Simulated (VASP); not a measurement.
# V3Re (Fm-3m) in VASP: single point with LDA

Aim: the single point of V3Re with LDA.

Everything below comes from runs of VASP 6.6.1. Logs are shortened: lines on timing, memory, paths and dates and some standing lists are left out, and cuts for length are marked.

### 1 The cell of the first run

The structure is cubic, space group Fm-3m (No. 225). Conventional cell: a = 6.197 Å, b = 6.197 Å, c = 6.197 Å, α = 90.00°, β = 90.00°, γ = 90.00°. V (site symmetry -43m) has 10 V at 2.68 to 3.10 Å and 4 Re at 2.68 Å within 3.5 Å. V (site symmetry m-3m) has 8 V at 2.68 Å and 6 Re at 3.10 Å within 3.5 Å. Re (site symmetry m-3m) has 14 V at 2.68 to 3.10 Å within 3.5 Å.

### 2 Single point, LDA, collinear spin, ferromagnetic start

File INCAR:

```
PREC     = Accurate       # precision mode
ENCUT    = 520            # plane-wave cutoff, eV
EDIFF    = 1E-6           # SCF threshold, eV
ISMEAR   = -1             # smearing method
SIGMA    = 0.1            # smearing width, eV
LREAL    = F              # projectors in reciprocal space
LASPH    = T              # aspherical terms in the spheres
NELM     = 150            # most SCF steps
ALGO     = Normal         # electronic algorithm
ISIF     = 2              # what is computed and relaxed
LWAVE    = F              # write WAVECAR
LCHARG   = F              # write CHGCAR
ISPIN    = 2              # spin polarisation
MAGMOM   = 1 1 1 0        # initial moments
LORBIT   = 11             # projections on sites
LMAXMIX  = 4              # l up to which the mixer works
GGA      = CA             # functional
NBANDS   = 35             # bands
```

File KPOINTS:

```
regular mesh
0
Gamma
  7 7 7
```

File POSCAR:

```
V3Re
1.0
    0.0000000000      3.0983361203      3.0983361203
    3.0983361203      0.0000000000      3.0983361203
    3.0983361203      3.0983361203      0.0000000000
V Re
3 1
Direct
    0.7500000000      0.7500000000      0.7500000000
    0.2500000000      0.2500000000      0.2500000000
    0.0000000000      0.0000000000      0.0000000000
    0.5000000000      0.5000000000      0.5000000000
```

Potentials or basis: VASP PAW LDA potentials, release 64 (V_sv, Re).

Started as:

```sh
cat potpaw_LDA.64/V_sv/POTCAR potpaw_LDA.64/Re/POTCAR > POTCAR
mpirun -np 1 vasp_std > vasp.out
```

OUTCAR:

```text
PREC = Accurate
   ENCUT = 520
   EDIFF = 1E-6
   ISMEAR = -1
   LREAL = F
   LASPH = T
   NELM = 150
   ISIF = 2
   ISPIN = 2
   LORBIT = 11
   GGA = CA

 ion  position               nearest neighbor table
   1  0.750  0.750  0.750-   4 2.68   4 2.68   4 2.68   3 2.68   3 2.68   3 2.68   4 2.68   3 2.68

   2  0.250  0.250  0.250-   3 2.68   3 2.68   3 2.68   4 2.68   4 2.68   4 2.68   4 2.68   3 2.68

   3  0.000  0.000  0.000-   1 2.68   1 2.68   1 2.68   2 2.68   2 2.68   2 2.68   2 2.68   1 2.68
                             4 3.10   4 3.10   4 3.10   4 3.10   4 3.10   4 3.10
   4  0.500  0.500  0.500-   2 2.68   2 2.68   2 2.68   1 2.68   1 2.68   1 2.68   2 2.68   1 2.68
                             3 3.10   3 3.10   3 3.10   3 3.10   3 3.10   3 3.10

  LATTYP: Found a face centered cubic cell.
 ALAT       =     6.1966722406

  Lattice vectors:

 A1 = (   0.0000000000,   3.0983361203,   3.0983361203)
 A2 = (   3.0983361203,   0.0000000000,   3.0983361203)
 A3 = (   3.0983361203,   3.0983361203,   0.0000000000)

Analysis of symmetry for initial positions (statically):
=====================================================================
 Subroutine PRICEL returns:
 Original cell was already a primitive cell.

 Routine SETGRP: Setting up the symmetry group for a
 face centered cubic supercell.

 Subroutine GETGRP returns: Found 48 space group operations
 (whereof 48 operations were pure point group operations)
 out of a pool of 48 trial point group operations.

The static configuration has the point symmetry O_h .

Analysis of symmetry for dynamics (positions and initial velocities):
=====================================================================
 Subroutine PRICEL returns:
 Original cell was already a primitive cell.

 Routine SETGRP: Setting up the symmetry group for a
 face centered cubic supercell.

 Subroutine GETGRP returns: Found 48 space group operations
 (whereof 48 operations were pure point group operations)
 out of a pool of 48 trial point group operations.

The dynamic configuration has the point symmetry O_h .

Analysis of structural, dynamic, and magnetic symmetry:
=====================================================================
 Subroutine PRICEL returns:
 Original cell was already a primitive cell.

 Routine SETGRP: Setting up the symmetry group for a
 face centered cubic supercell.

 Subroutine GETGRP returns: Found 48 space group operations
 (whereof 48 operations were pure point group operations)
 out of a pool of 48 trial point group operations.

The overall configuration has the point symmetry O_h .

 Subroutine INISYM returns: Found 48 space group operations
 (whereof 48 operations are pure point group operations),
 and found     1 'primitive' translations

----------------------------------------------------------------------------------------

                                     Primitive cell

  volume of cell :      59.4861

  direct lattice vectors                    reciprocal lattice vectors
     0.000000000  3.098336120  3.098336120    -0.161376939  0.161376939  0.161376939
     3.098336120  0.000000000  3.098336120     0.161376939 -0.161376939  0.161376939
     3.098336120  3.098336120  0.000000000     0.161376939  0.161376939 -0.161376939

  length of vectors
     4.381708962  4.381708962  4.381708962     0.279513058  0.279513058  0.279513058

  position of ions in fractional coordinates (direct lattice)
     0.750000000  0.750000000  0.750000000
     0.250000000  0.250000000  0.250000000
     0.000000000  0.000000000  0.000000000
     0.500000000  0.500000000  0.500000000

  ion indices of the primitive-cell ions
   primitive index   ion index
                 1           1
                 2           2
                 3           3
                 4           4

----------------------------------------------------------------------------------------

 KPOINTS: regular mesh

Automatic generation of k-mesh.
 Grid dimensions read from file:
 generate k-points for:    7    7    7

 Generating k-lattice:

  Cartesian coordinates                     Fractional coordinates (reciprocal lattice)
    -0.023053848  0.023053848  0.023053848     0.142857143  0.000000000  0.000000000
     0.023053848 -0.023053848  0.023053848     0.000000000  0.142857143  0.000000000
     0.023053848  0.023053848 -0.023053848     0.000000000  0.000000000  0.142857143

  Length of vectors
     0.039930437  0.039930437  0.039930437

  Shift w.r.t. Gamma in fractional coordinates (k-lattice)
     0.000000000  0.000000000  0.000000000

 Subroutine IBZKPT returns following result:
 ===========================================

 Found     20 irreducible k-points:

 Following reciprocal coordinates:
            Coordinates               Weight
  0.000000  0.000000  0.000000      1.000000
  0.142857  0.000000  0.000000      8.000000
  0.285714  0.000000  0.000000      8.000000
  0.428571  0.000000  0.000000      8.000000
  0.142857  0.142857  0.000000      6.000000
  0.285714  0.142857  0.000000     24.000000
[... 12 lines left out ...]
 -0.428571  0.428571  0.142857     24.000000
 -0.285714  0.428571  0.142857     24.000000
   k-points           NKPTS =     20   k-points in BZ     NKDIM =     20   number of bands    NBANDS=     35
   number of dos      NEDOS =    301   number of ions     NIONS =      4
   total plane-waves  NPLWV =  46656
   dimension x,y,z NGX =    36 NGY =   36 NGZ =   36
   dimension x,y,z NGXF=    72 NGYF=   72 NGZF=   72
   ions per type =               3   1
   NGX,Y,Z   is equivalent  to a cutoff of  13.66, 13.66, 13.66 a.u.
   NGXF,Y,Z  is equivalent  to a cutoff of  27.32, 27.32, 27.32 a.u.
 SYSTEM =  unknown system
   PREC   = accura    normal or accurate (medium, high low for compatibility)
   ISTART =      0    job   : 0-new  1-cont  2-samecut
   ICHARG =      2    charge: 1-file 2-atom 10-const
   ISPIN  =      2    spin polarized calculation?
   LNONCOLLINEAR =      F non collinear calculations
   LSORBIT =      F    spin-orbit coupling
   LASPH  =      T    aspherical Exc in radial PAW
   ENCUT  =  520.0 eV  38.22 Ry    6.18 a.u.   8.15  8.15  8.15*2*pi/ulx,y,z
   NELM   =    150;   NELMIN=  2; NELMDL= -5     # of ELM steps
   EDIFF  = 0.1E-05   stopping-criterion for ELM
   LREAL  =      F    real-space projection
[... 7 lines left out ...]
   TEBEG  =    0.0;   TEEND  =   0.0 temperature during run
   PSTRESS=    0.0 pullay stress
   NELECT =      46.0000    total number of electrons
   NUPDOWN=      -1.0000    fix difference up-down
   EMIN   =  10.00;   EMAX   =-10.00  energy-range for DOS
   EFERMI =   0.00;   METHOD = LEGACY
   ISMEAR =    -1;   SIGMA  =   0.10  broadening in eV -4-tet -1-fermi 0-gaus
   EFERMI_NEDOS =   21; number of points for ismear=-14 and -15
   IALGO  =     38    algorithm
   IMIX   =      4    mixing-type and parameters
     AMIX     =   0.40;   BMIX     =  1.00
     AMIX_MAG =   1.60;   BMIX_MAG =  1.00
  volume/ion in A,a.u.               =      14.87       100.36
  Fermi-wavevector in a.u.,A,eV,Ry     =   1.502642  2.839582 30.721051  2.257934
  Thomas-Fermi vector in A             =   2.613856
   LORBIT       =     11    0 simple, 1 ext, 2 COOP (PROOUT), +10 PAW based schemes
   GGA     = CA    functional components
   LHFCALC =     F    Hartree Fock is set to
   AEXX    =    0.0000 exact exchange contribution
   IVDW    =     0    specifies the selected vdW correction
   LEPSILON=     F    determine dielectric tensor
   LRPA    =     F    only Hartree local field effects (RPA)
 spin polarized calculation
  energy-cutoff  :      520.00
  volume of cell :       59.49
 maximum number of plane-waves:      1639
 NGX is ok and might be reduce to    36
   NGX = 17   NGY = 17   NGZ = 17

 number of electron      46.0000007 magnetization      -0.0036596

 number of electron      46.0000007 magnetization       0.0000567

 Free energy of the ion-electron system (eV)
  ---------------------------------------------------
  ext. energy  EPLUGINS =         0.00000000
  ---------------------------------------------------
  free energy    TOTEN  =       -43.99215266 eV

  energy without entropy =      -43.84844510  energy(sigma->0) =      -43.92029888

 E-fermi :   8.1428     XC(G=0): -12.9855

 val. band max:        8.1002529269   @ k =   0.4286   0.1429   0.0000
 cond. band min:       8.1440064063   @ k =   0.1429   0.1429   0.0000
 fundamental gap:      0.0437534795
 Fermi energy:         8.1428497988

 spin component 1

 k-point     1 :       0.0000    0.0000    0.0000
  band No.  band energies     occupation
      1     -55.0464      1.00000
      2     -54.9686      1.00000
      3     -54.8453      1.00000
      4     -29.3458      1.00000
      5     -29.3458      1.00000
      6     -29.3458      1.00000
[... 27 lines left out ...]
     34      17.1373      0.00000
     35      17.1376      0.00000

 k-point     2 :       0.1429    0.0000    0.0000
  band No.  band energies     occupation
      1     -55.0399      1.00000
      2     -54.9701      1.00000
      3     -54.8502      1.00000
      4     -29.3778      1.00000
      5     -29.3664      1.00000
      6     -29.3664      1.00000
[... 27 lines left out ...]
     34      15.6153      0.00000
     35      17.2727      0.00000
[... 644 lines left out ...]
     34      11.8416      0.00000
     35      12.1230      0.00000

 k-point    20 :      -0.2857    0.4286    0.1429
  band No.  band energies     occupation
      1     -54.9847      1.00000
      2     -54.9844      1.00000
      3     -54.8904      1.00000
      4     -29.4819      1.00000
      5     -29.4076      1.00000
      6     -29.3526      1.00000
[... 27 lines left out ...]
     34      11.6036      0.00000
     35      11.6043      0.00000
 Fermi energy:         8.1428497988

 spin component 2

 k-point     1 :       0.0000    0.0000    0.0000
  band No.  band energies     occupation
      1     -55.0465      1.00000
      2     -54.9686      1.00000
      3     -54.8454      1.00000
      4     -29.3458      1.00000
      5     -29.3458      1.00000
      6     -29.3458      1.00000
[... 27 lines left out ...]
     34      17.1374      0.00000
     35      17.1403      0.00000

 k-point     2 :       0.1429    0.0000    0.0000
  band No.  band energies     occupation
      1     -55.0399      1.00000
      2     -54.9701      1.00000
      3     -54.8502      1.00000
      4     -29.3778      1.00000
      5     -29.3664      1.00000
      6     -29.3664      1.00000
[... 27 lines left out ...]
     34      15.6153      0.00000
     35      17.2591      0.00000
[... 644 lines left out ...]
     34      11.8382      0.00000
     35      12.0531      0.00000

 k-point    20 :      -0.2857    0.4286    0.1429
  band No.  band energies     occupation
      1     -54.9847      1.00000
      2     -54.9844      1.00000
      3     -54.8904      1.00000
      4     -29.4819      1.00000
      5     -29.4076      1.00000
      6     -29.3526      1.00000
[... 27 lines left out ...]
     34      11.6035      0.00000
     35      11.6043      0.00000

------------------------ aborting loop because EDIFF is reached ----------------------------------------

  FORCE on cell =-STRESS in cart. coord.  units (eV):
  Direction    XX          YY          ZZ          XY          YZ          ZX
  --------------------------------------------------------------------------------------
  -------------------------------------------------------------------------------------
  Total      -10.4658552    -10.4658552    -10.4658552      0.0000000      0.0000000     -0.0000000
  in kB     -281.8835412   -281.8835412   -281.8835412      0.0000000      0.0000000     -0.0000000
  external PRESSURE =    -281.8835412 kB  Pullay stress =       0.0000000 kB

 VOLUME and BASIS-vectors are now :
 -----------------------------------------------------------------------------
  energy-cutoff  :      520.00
  volume of cell :       59.49
      direct lattice vectors                 reciprocal lattice vectors
     0.000000000  3.098336120  3.098336120    -0.161376939  0.161376939  0.161376939
     3.098336120  0.000000000  3.098336120     0.161376939 -0.161376939  0.161376939
     3.098336120  3.098336120  0.000000000     0.161376939  0.161376939 -0.161376939

 POSITION                                       TOTAL-FORCE (eV/Angst)
 -----------------------------------------------------------------------------------
      4.64750      4.64750      4.64750         0.000000      0.000000     -0.000000
      1.54917      1.54917      1.54917        -0.000000     -0.000000      0.000000
      0.00000      0.00000      0.00000         0.000000      0.000000     -0.000000
      3.09834      3.09834      3.09834         0.000000      0.000000     -0.000000
 -----------------------------------------------------------------------------------
    total drift:                                0.000000      0.000000      0.000000

  FREE ENERGIE OF THE ION-ELECTRON SYSTEM (eV)
  ---------------------------------------------------
  free  energy   TOTEN  =       -43.9921526573 eV

  energy  without entropy=      -43.8484450957  energy(sigma->0) =      -43.92029888

 total charge

# of ion       s       p       d       tot
------------------------------------------
    1        2.312   6.215   3.027  11.554
    2        2.312   6.215   3.027  11.554
    3        2.299   6.190   3.030  11.519
    4        0.629   0.527   4.762   5.918
--------------------------------------------------
tot          7.552  19.147  13.846  40.544

 magnetization (x)

# of ion       s       p       d       tot
------------------------------------------
    1        0.000   0.000   0.000   0.000
    2        0.000   0.000   0.000   0.000
    3        0.000   0.000   0.000   0.000
    4       -0.000  -0.000  -0.000  -0.000
--------------------------------------------------
tot          0.000   0.000   0.000   0.000
```

Wall time 2.1 min (1 thread of AMD EPYC 7R13 (Zen 3), shared host); peak memory 0.19 GiB.

What came out:

```
Free energy                                           : -43.9922 eV
Pressure                                              : -28.2 GPa
Band gap on the k mesh                                : zero (filled and empty bands overlap)
Net moment                                            : 0.00 μB per cell
Valence electrons inside the program's atomic spheres : V 11.55, 11.52 (each value once); Re 5.92
```

Caveat: the cell stands under tension; spin-orbit coupling is left out, which moves the levels of the heavy elements.
